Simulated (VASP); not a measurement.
# C (Fd-3m) in VASP: notebook, part 2 of 2

VASP 6.6.1.

**4. Single point, LDA (volume scaled by 1.06)**

INCAR reads:

```
SYSTEM = C
PREC     = Accurate       ! precision mode
ENCUT    = 520            ! plane-wave cutoff, eV
EDIFF    = 1E-7           ! SCF threshold, eV
ISMEAR   = 0              ! smearing method
SIGMA    = 0.05           ! smearing width, eV
LREAL    = .False.        ! projectors in reciprocal space
LASPH    = .True.         ! aspherical terms in the spheres
NELM     = 100            ! most SCF steps
ALGO     = Normal         ! electronic algorithm
ISIF     = 2              ! what is computed and relaxed
LWAVE    = .False.        ! write WAVECAR
LCHARG   = .True.         ! write CHGCAR
GGA      = CA             ! functional
LELF     = .True.         ! ELF
LVHAR    = .True.       
NBANDS   = 11             ! bands
```

KPOINTS reads:

```
Automatic mesh
0
Gamma
  13 13 13
  0 0 0
```

POSCAR reads:

```
C
1.0
    0.0000000000      1.8183469191      1.8183469191
    1.8183469191      0.0000000000      1.8183469191
    1.8183469191      1.8183469191      0.0000000000
C
2
Direct
    0.7500000000      0.7500000000      0.7500000000
    0.5000000000      0.5000000000      0.5000000000
```

Potentials or basis: VASP PAW LDA potentials, release 64 (C).

The run is started by

```bash
$ cat potpaw_LDA.64/C/POTCAR > POTCAR
$ mpirun -np 1 vasp_std > vasp.out
```

OUTCAR:

```text
SYSTEM = C
   PREC = Accurate
   ENCUT = 520
   EDIFF = 1E-7
   ISMEAR = 0
   LREAL = .False.
   LASPH = .True.
   NELM = 100
   ISIF = 2
   GGA = CA

 ion  position               nearest neighbor table
   1  0.750  0.750  0.750-   2 1.57   2 1.57   2 1.57   2 1.57
   2  0.500  0.500  0.500-   1 1.57   1 1.57   1 1.57   1 1.57

  LATTYP: Found a face centered cubic cell.
 ALAT       =     3.6366938382

  Lattice vectors:

 A1 = (   0.0000000000,   1.8183469191,   1.8183469191)
 A2 = (   1.8183469191,   0.0000000000,   1.8183469191)
 A3 = (   1.8183469191,   1.8183469191,   0.0000000000)

Analysis of symmetry for initial positions (statically):
=====================================================================
 Subroutine PRICEL returns:
 Original cell was already a primitive cell.

 Routine SETGRP: Setting up the symmetry group for a
 face centered cubic supercell.

 Subroutine GETGRP returns: Found 48 space group operations
 (whereof 24 operations were pure point group operations)
 out of a pool of 48 trial point group operations.

The static configuration has the point symmetry T_d .
 The point group associated with its full space group is O_h .

Analysis of symmetry for dynamics (positions and initial velocities):
=====================================================================
 Subroutine PRICEL returns:
 Original cell was already a primitive cell.

 Routine SETGRP: Setting up the symmetry group for a
 face centered cubic supercell.

 Subroutine GETGRP returns: Found 48 space group operations
 (whereof 24 operations were pure point group operations)
 out of a pool of 48 trial point group operations.

The dynamic configuration has the point symmetry T_d .
 The point group associated with its full space group is O_h .
[... 115 lines left out ...]
   EFERMI_NEDOS =   21; number of points for ismear=-14 and -15
   IALGO  =     38    algorithm
   IMIX   =      4    mixing-type and parameters
     AMIX     =   0.40;   BMIX     =  1.00
     AMIX_MAG =   1.60;   BMIX_MAG =  1.00
  volume/ion in A,a.u.               =       6.01        40.57
  Fermi-wavevector in a.u.,A,eV,Ry     =   1.429173  2.700745 27.790375  2.042535
  Thomas-Fermi vector in A             =   2.549155
   LORBIT       =      0    0 simple, 1 ext, 2 COOP (PROOUT), +10 PAW based schemes
   GGA     = CA    functional components
   LHFCALC =     F    Hartree Fock is set to
   AEXX    =    0.0000 exact exchange contribution
   IVDW    =     0    specifies the selected vdW correction
   LEPSILON=     F    determine dielectric tensor
   LRPA    =     F    only Hartree local field effects (RPA)
 non-spin polarized calculation
 Gauss-broadening in eV      SIGMA  =   0.05
  energy-cutoff  :      520.00
  volume of cell :       12.02
 maximum number of plane-waves:       332
   NGX =  9   NGY =  9   NGZ =  9

 number of electron       8.0000002 magnetization

 Free energy of the ion-electron system (eV)
  ---------------------------------------------------
  ext. energy  EPLUGINS =         0.00000000
  ---------------------------------------------------
  free energy    TOTEN  =       -20.13789545 eV

  energy without entropy =      -20.13789545  energy(sigma->0) =      -20.13789545

 E-fermi :   9.2475     XC(G=0): -13.2198

 val. band max:        8.8893269891   @ k =   0.0000   0.0000   0.0000
 cond. band min:      12.8609735942   @ k =   0.3846   0.3846   0.0000
 fundamental gap:      3.9716466051
 Fermi energy:         9.2474605512

 k-point     1 :       0.0000    0.0000    0.0000
  band No.  band energies     occupation
      1     -11.6685      2.00000
      2       8.8893      2.00000
      3       8.8893      2.00000
      4       8.8893      2.00000
      5      14.2684      0.00000
      6      14.2684      0.00000
      7      14.2684      0.00000
      8      21.1413      0.00000
      9      27.1481      0.00000
     10      34.8789      0.00000
     11      34.8789      0.00000
[... 309 lines left out ...]
 k-point    24 :       0.4615    0.1538    0.0000
  band No.  band energies     occupation
      1      -6.8659      2.00000
      2      -1.8207      2.00000
      3       4.6807      2.00000
      4       5.2103      2.00000
      5      15.6785      0.00000
      6      18.9842      0.00000
      7      19.1087      0.00000
      8      22.0842      0.00000
      9      28.4627      0.00000
     10      30.9046      0.00000
     11      34.9610      0.00000

 [... further k-points ...]
[... 5 lines left out ...]
  --------------------------------------------------------------------------------------
  -------------------------------------------------------------------------------------
  Total       -2.5332256     -2.5332256     -2.5332256      0.0000000      0.0000000     -0.0000000
  in kB     -337.5391987   -337.5391987   -337.5391987      0.0000000      0.0000000     -0.0000000
  external PRESSURE =    -337.5391987 kB  Pullay stress =       0.0000000 kB

 VOLUME and BASIS-vectors are now :
 -----------------------------------------------------------------------------
  energy-cutoff  :      520.00
  volume of cell :       12.02
      direct lattice vectors                 reciprocal lattice vectors
     0.000000000  1.818346919  1.818346919    -0.274975031  0.274975031  0.274975031
     1.818346919  0.000000000  1.818346919     0.274975031 -0.274975031  0.274975031
     1.818346919  1.818346919  0.000000000     0.274975031  0.274975031 -0.274975031

 POSITION                                       TOTAL-FORCE (eV/Angst)
 -----------------------------------------------------------------------------------
      2.72752      2.72752      2.72752         0.000000      0.000000      0.000000
      1.81835      1.81835      1.81835        -0.000000     -0.000000     -0.000000
 -----------------------------------------------------------------------------------
    total drift:                                0.000000     -0.000000      0.000000

  FREE ENERGIE OF THE ION-ELECTRON SYSTEM (eV)
  ---------------------------------------------------
  free  energy   TOTEN  =       -20.1378954540 eV

  energy  without entropy=      -20.1378954540  energy(sigma->0) =      -20.13789545
```

OSZICAR:

```text
N       E                     dE             d eps       ncg     rms          rms(c)
DAV:   1    -0.131659161038E+01   -0.13166E+01   -0.47025E+03  1939   0.692E+02
DAV:   2    -0.204432735185E+02   -0.19127E+02   -0.18538E+02  2415   0.125E+02
DAV:   3    -0.208174988818E+02   -0.37423E+00   -0.37342E+00  2163   0.135E+01
DAV:   4    -0.208182208969E+02   -0.72202E-03   -0.72200E-03  2007   0.771E-01
DAV:   5    -0.208182220405E+02   -0.11436E-05   -0.11436E-05  2087   0.281E-02    0.527E+00
DAV:   6    -0.203156313270E+02    0.50259E+00   -0.26437E-01  1911   0.352E+00    0.306E+00
DAV:   7    -0.201381764048E+02    0.17745E+00   -0.31881E-01  2010   0.387E+00    0.630E-01
DAV:   8    -0.201379054419E+02    0.27096E-03   -0.82910E-03  1926   0.733E-01    0.271E-02
DAV:   9    -0.201378937255E+02    0.11716E-04   -0.31898E-05  2111   0.446E-02    0.200E-02
DAV:  10    -0.201378955378E+02   -0.18123E-05   -0.21265E-06  2028   0.117E-02    0.459E-03
DAV:  11    -0.201378954540E+02    0.83856E-07   -0.97374E-08  1670   0.233E-03
   1 F= -.20137895E+02 E0= -.20137895E+02  d E =-.201664E-26
```

stdout:

```text
POSCAR found type information on POSCAR C
 POSCAR found :  1 types and       2 ions
 scaLAPACK will be used
 LDA part: xc-table for (Slater(with rela. corr.)+CA(PZ))
 , standard interpolation
 POSCAR, INCAR and KPOINTS ok, starting setup
 FFT: planning ... GRIDC
 FFT: planning ... GRID_SOFT
 FFT: planning ... GRID
 WAVECAR not read
 entering main loop
```

It took 5.3 s on 1 thread of Intel Xeon 6975P-C, shared host; peak memory 0.11 GiB.

What came out:

* Free energy: -20.1379 eV
* Pressure: -33.8 GPa
* Band gap on the k mesh: 3.97 eV, indirect (least direct gap 5.38 eV)

Levels at points of the mesh, in eV from the valence-band top:
| k point | band 1 | band 2 | band 3 | band 4 | band 5 | band 6 | band 7 | band 8 |
| --- | --- | --- | --- | --- | --- | --- | --- | --- |
| (0.00, 0.00, 0.00) | -20.56 | 0.00 | 0.00 | 0.00 | 5.38 | 5.38 | 5.38 | 12.25 |

Caveat: the cell differs from its parent crystal (volume scaled by 1.06). A k mesh can miss the band edges.

**5. Relaxation of cell and atoms, PBE+D3(BJ)**

This run uses another cell than the first one, of 5.67 Å³/atom, 0.980 times its volume.

INCAR reads:

```
PREC = Accurate
ENCUT = 600
EDIFF = 1E-6
ISMEAR = -1
SIGMA = 0.05
LREAL = False
LASPH = True
NELM = 60
ALGO = Normal
ISIF = 3
LWAVE = False
LCHARG = False
GGA = PE
IVDW = 12
IBRION = 2
NSW = 80
EDIFFG = -0.005
```

KPOINTS reads:

```
regular mesh
0
Gamma
  13 13 13
```

POSCAR reads:

```
C
1.0
    0.0000000000      1.7833700000      1.7833700000
    1.7833700000      0.0000000000      1.7833700000
    1.7833700000      1.7833700000      0.0000000000
C
2
Direct
    0.7500000000      0.7500000000      0.7500000000
    0.5000000000      0.5000000000      0.5000000000
```

Potentials or basis: VASP PAW PBE potentials, release 64 (C).

The run is started by

```bash
$ cat potpaw_PBE.64/C/POTCAR > POTCAR
$ mpirun -np 1 vasp_std > vasp.out
```

It took 9.2 s on 1 thread of Intel Xeon 6975P-C, shared host; peak memory 0.13 GiB.

It converged, with:

* Free energy: -18.5737 eV
* Relaxed volume: 5.63 Å³/atom
* Relaxed cell: a = 2.515 Å, b = 2.515 Å, c = 2.515 Å, α = 60.00°, β = 60.00°, γ = 60.00°
* Space group after relaxing (to 0.05 Å): Fd-3m (No. 227)
* Energy gained by relaxing: 0.5 meV/atom
* Ionic steps: 3
* Pressure after relaxing: 0.0 GPa
* Band gap on the k mesh: 4.16 eV, indirect (least direct gap 5.61 eV)
* Dispersion energy per atom: -0.193 eV

Step by step:
| step | energy change (eV) | largest force (eV/Å) | pressure (GPa) | volume (Å³) |
| --- | --- | --- | --- | --- |
| 1 | 0.0000 | 0.0000 | -3.60 | 11.34 |
| 2 | 0.0006 | 0.0000 | 4.60 | 11.14 |
| 3 | -0.0011 | 0.0000 | -0.01 | 11.25 |

Final structure:
```yaml
crystal:
  lattice:
    - [0.00000, 1.77845, 1.77845]
    - [1.77845, 0.00000, 1.77845]
    - [1.77845, 1.77845, 0.00000]
  atoms:
    - { symbol: C, position: [0.75000, 0.75000, 0.75000] }
    - { symbol: C, position: [0.50000, 0.50000, 0.50000] }
```

Levels at points of the mesh, in eV from the valence-band top:
```
           k point  band 1  band 2  band 3  band 4  band 5  band 6  band 7  band 8
(0.00, 0.00, 0.00)  -21.59    0.00    0.00    0.00    5.61    5.61    5.61   13.52
```

**6. Single point, PBE**

This run uses another cell than the first one, of 5.67 Å³/atom, 0.980 times its volume.

INCAR reads:

```
SYSTEM = C
ALGO     = Normal         ! electronic algorithm
EDIFF    = 1E-6           ! SCF threshold, eV
ENCUT    = 520            ! plane-wave cutoff, eV
GGA      = PE             ! functional
ISIF     = 2              ! what is computed and relaxed
ISMEAR   = -1             ! smearing method
LASPH    = .True.         ! aspherical terms in the spheres
LCHARG   = .False.        ! write CHGCAR
LREAL    = .False.        ! projectors in reciprocal space
LWAVE    = .False.        ! write WAVECAR
NBANDS   = 11             ! bands
NELM     = 100            ! most SCF steps
PREC     = Accurate       ! precision mode
SIGMA    = 0.04           ! smearing width, eV
```

KPOINTS reads:

```
k-points
0
Gamma
  6 6 6
  0 0 0
```

POSCAR is that of step 5.

Potentials or basis: VASP PAW PBE potentials, release 64 (C).

The run is started by

```bash
$ cat potpaw_PBE.64/C/POTCAR > POTCAR
$ mpirun -np 1 vasp_std > vasp.out
```

OUTCAR:

```text
SYSTEM = C
   EDIFF = 1E-6
   ENCUT = 520
   GGA = PE
   ISIF = 2
   ISMEAR = -1
   LASPH = .True.
   LREAL = .False.
   NELM = 100
   PREC = Accurate

 ion  position               nearest neighbor table
   1  0.750  0.750  0.750-   2 1.54   2 1.54   2 1.54   2 1.54
   2  0.500  0.500  0.500-   1 1.54   1 1.54   1 1.54   1 1.54

  LATTYP: Found a face centered cubic cell.
 ALAT       =     3.5667400000

  Lattice vectors:

 A1 = (   0.0000000000,   1.7833700000,   1.7833700000)
 A2 = (   1.7833700000,   0.0000000000,   1.7833700000)
 A3 = (   1.7833700000,   1.7833700000,   0.0000000000)

Analysis of symmetry for initial positions (statically):
=====================================================================
 Subroutine PRICEL returns:
 Original cell was already a primitive cell.

 Routine SETGRP: Setting up the symmetry group for a
 face centered cubic supercell.

 Subroutine GETGRP returns: Found 48 space group operations
 (whereof 24 operations were pure point group operations)
 out of a pool of 48 trial point group operations.

The static configuration has the point symmetry T_d .
 The point group associated with its full space group is O_h .
[... 162 lines left out ...]
      2       9.7336      2.00000
      3       9.7336      2.00000
      4       9.7336      2.00000
      5      15.3225      0.00000
      6      15.3225      0.00000
      7      15.3225      0.00000
      8      23.0656      0.00000
      9      29.0263      0.00000
     10      36.2654      0.00000
     11      36.2654      0.00000
[... 197 lines left out ...]
 k-point    16 :      -0.3333    0.5000    0.1667
  band No.  band energies     occupation
      1      -2.4868      2.00000
      2      -2.4868      2.00000
      3       1.9229      2.00000
      4       1.9229      2.00000
      5      17.9533      0.00000
      6      17.9533      0.00000
      7      24.2442      0.00000
      8      24.2442      0.00000
      9      31.4261      0.00000
     10      31.4261      0.00000
     11      40.4098      0.00000

------------------------ aborting loop because EDIFF is reached ----------------------------------------

  FORCE on cell =-STRESS in cart. coord.  units (eV):
  Direction    XX          YY          ZZ          XY          YZ          ZX
  --------------------------------------------------------------------------------------
  -------------------------------------------------------------------------------------
  Total        0.1786429      0.1786429      0.1786429      0.0000000      0.0000000      0.0000000
  in kB       25.2314390     25.2314390     25.2314390      0.0000000      0.0000000      0.0000000
  external PRESSURE =      25.2314390 kB  Pullay stress =       0.0000000 kB

 VOLUME and BASIS-vectors are now :
 -----------------------------------------------------------------------------
  energy-cutoff  :      520.00
  volume of cell :       11.34
      direct lattice vectors                 reciprocal lattice vectors
     0.000000000  1.783370000  1.783370000    -0.280368067  0.280368067  0.280368067
     1.783370000  0.000000000  1.783370000     0.280368067 -0.280368067  0.280368067
     1.783370000  1.783370000  0.000000000     0.280368067  0.280368067 -0.280368067

 POSITION                                       TOTAL-FORCE (eV/Angst)
 -----------------------------------------------------------------------------------
      2.67505      2.67505      2.67505        -0.000000     -0.000000     -0.000000
      1.78337      1.78337      1.78337         0.000000      0.000000      0.000000
 -----------------------------------------------------------------------------------
    total drift:                                0.000000     -0.000000      0.000000

  FREE ENERGIE OF THE ION-ELECTRON SYSTEM (eV)
  ---------------------------------------------------
  free  energy   TOTEN  =       -18.1758904963 eV

  energy  without entropy=      -18.1758904963  energy(sigma->0) =      -18.17589050
```

OSZICAR:

```text
N       E                     dE             d eps       ncg     rms          rms(c)
DAV:   1     0.168519398969E+01    0.16852E+01   -0.47856E+03   352   0.694E+02
DAV:   2    -0.184121843767E+02   -0.20097E+02   -0.19388E+02   463   0.131E+02
DAV:   3    -0.188165759491E+02   -0.40439E+00   -0.40315E+00   409   0.142E+01
DAV:   4    -0.188172553840E+02   -0.67943E-03   -0.67942E-03   385   0.726E-01
DAV:   5    -0.188172561374E+02   -0.75334E-06   -0.75332E-06   406   0.233E-02    0.556E+00
DAV:   6    -0.183361246052E+02    0.48113E+00   -0.25055E-01   364   0.353E+00    0.333E+00
DAV:   7    -0.181740008775E+02    0.16212E+00   -0.30728E-01   376   0.395E+00    0.757E-01
DAV:   8    -0.181758279673E+02   -0.18271E-02   -0.85041E-03   355   0.686E-01    0.441E-02
DAV:   9    -0.181758703074E+02   -0.42340E-04   -0.65356E-05   419   0.651E-02    0.244E-02
DAV:  10    -0.181758904030E+02   -0.20096E-04   -0.15203E-05   367   0.341E-02    0.533E-03
DAV:  11    -0.181758904963E+02   -0.93292E-07   -0.26802E-07   333   0.469E-03
   1 F= -.18175890E+02 E0= -.18175890E+02  d E =-.393893E-11
```

stdout:

```text
POSCAR found type information on POSCAR C
 POSCAR found :  1 types and       2 ions
 scaLAPACK will be used
 LDA part: xc-table for (Slater+PW92), standard interpolation
 POSCAR, INCAR and KPOINTS ok, starting setup
 FFT: planning ... GRIDC
 FFT: planning ... GRID_SOFT
 FFT: planning ... GRID
 WAVECAR not read
 entering main loop
```

It took 2 s on 1 thread of Intel Xeon 6975P-C, shared host; peak memory 0.12 GiB.

What came out:

```yaml
Free_energy: -18.1759 eV
Pressure: 2.5 GPa
Band_gap_on_the_k_mesh: 4.15 eV, indirect (least direct gap 5.59 eV)
```

Levels at points of the mesh, in eV from the valence-band top:
```
           k point  band 1  band 2  band 3  band 4  band 5  band 6  band 7  band 8  band 9
(0.00, 0.00, 0.00)  -21.48    0.00    0.00    0.00    5.59    5.59    5.59   13.33   19.29
(0.50, 0.00, 0.00)  -15.70  -13.37   -2.80   -2.80    8.46    8.46    8.85   15.70   21.90
(0.50, 0.50, 0.00)  -12.76  -12.76   -6.30   -6.30    4.76    4.76   16.81   16.81   23.24
```

Caveat: the k points lie up to 0.51 Å⁻¹ apart. Expect the measured gap to be larger: semilocal functionals such as PBE lack the derivative discontinuity.

**7. Summary**

| task | level | potentials or basis | cell | k mesh | cutoff (eV) | smearing | gap on the mesh (eV) | pressure (GPa) |
| --- | --- | --- | --- | --- | --- | --- | --- | --- |
| single point | LDA | VASP PAW LDA potentials, release 64 (C) | a = 2.539 Å, angles 60.0°, 2 atoms | 13 × 13 × 13 | 520 | gaussian 0.05 eV | 4.06 | -19.7 |
| single point | LDA | VASP PAW LDA potentials, release 64 (C) | a = 2.555 Å, angles 60.0°, 2 atoms | 13 × 13 × 13 | 520 | gaussian 0.05 eV | 4.02 | -27.1 |
| single point | LDA | VASP PAW LDA potentials, release 64 (C) | a = 2.572 Å, angles 60.0°, 2 atoms | 13 × 13 × 13 | 520 | gaussian 0.05 eV | 3.97 | -33.8 |
| relaxation of cell and atoms | PBE+D3(BJ) | VASP PAW PBE potentials, release 64 (C) | relaxed from a = 2.522 Å, angles 60.0°, 2 atoms | 13 × 13 × 13 | 600 | fermi-dirac 0.05 eV | 4.16 | 0.0 |
| single point | PBE | VASP PAW PBE potentials, release 64 (C) | a = 2.522 Å, angles 60.0°, 2 atoms | 6 × 6 × 6 | 520 | fermi-dirac 0.04 eV | 4.15 | 2.5 |

Alike in all rows: no spin polarisation.

Caveats: some runs use coarse meshes.

Total energies depend on the potentials used, so only differences within one code and one set of settings carry meaning.

**8. Against experiment**

Step 5. The cell as given is a measured one (5.67 Å³/atom); PBE+D3(BJ) puts the equilibrium volume -0.8 % from it, thermal expansion not counted.
